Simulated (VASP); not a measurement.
Wanted: the native input for a VASP 6.6.1 run.

```
Task                   : single point
Functional             : PBE
Potentials or basis    : VASP PAW PBE potentials, release 64 (Sb, As)
Cutoff                 : 520 eV
k mesh                 : 8 × 8 × 8
Occupations            : gaussian, width 0.1 eV
Spin                   : no spin polarisation
Dipole correction      : no
Further INCAR settings : ALGO = Normal; EDIFF = 1e-06; NBANDS = 24
```

The structure of Sb2As lies in POSCAR:

```
Sb2As
1.0
    0.0000000000      4.3299366950      4.3299366950
    4.3299366950      0.0000000000      4.3299366950
    4.3299366950      4.3299366950      0.0000000000
Sb As
4 2
Direct
    0.6250000000      0.6250000000      0.6250000000
    0.1250000000      0.6250000000      0.6250000000
    0.6250000000      0.6250000000      0.1250000000
    0.6250000000      0.1250000000      0.6250000000
    0.0000000000      0.0000000000      0.0000000000
    0.2500000000      0.2500000000      0.2500000000
```

These files were run (other wordings do the same):

INCAR

```
  PREC = Accurate
  ENCUT = 520
  EDIFF = 1E-6
  ISMEAR = 0
  SIGMA = 0.1
  LREAL = False
  LASPH = True
  NELM = 80
  ALGO = Normal
  ISIF = 2
  LWAVE = False
  LCHARG = False
  GGA = PE
  NBANDS = 24
```

KPOINTS

```
Automatic mesh
0
Gamma
  8 8 8
```

Potentials or basis: VASP PAW PBE potentials, release 64 (Sb, As).

Command:

```sh
$ cat potpaw_PBE.64/Sb/POTCAR potpaw_PBE.64/As/POTCAR > POTCAR
$ mpirun -np 1 vasp_std > vasp.out
```

Results of the run:

```
Pressure               : -0.1 GPa
Band gap on the k mesh : zero (bands 15 and 16 overlap by 0.74 eV)
```

Caveat: spin-orbit coupling is left out, which moves the levels of the heavy elements.

It took 49 s on 1 thread of Intel(R) Xeon(R) 6975P-C (Granite Rapids), on a shared host, peak memory 0.36 GiB.
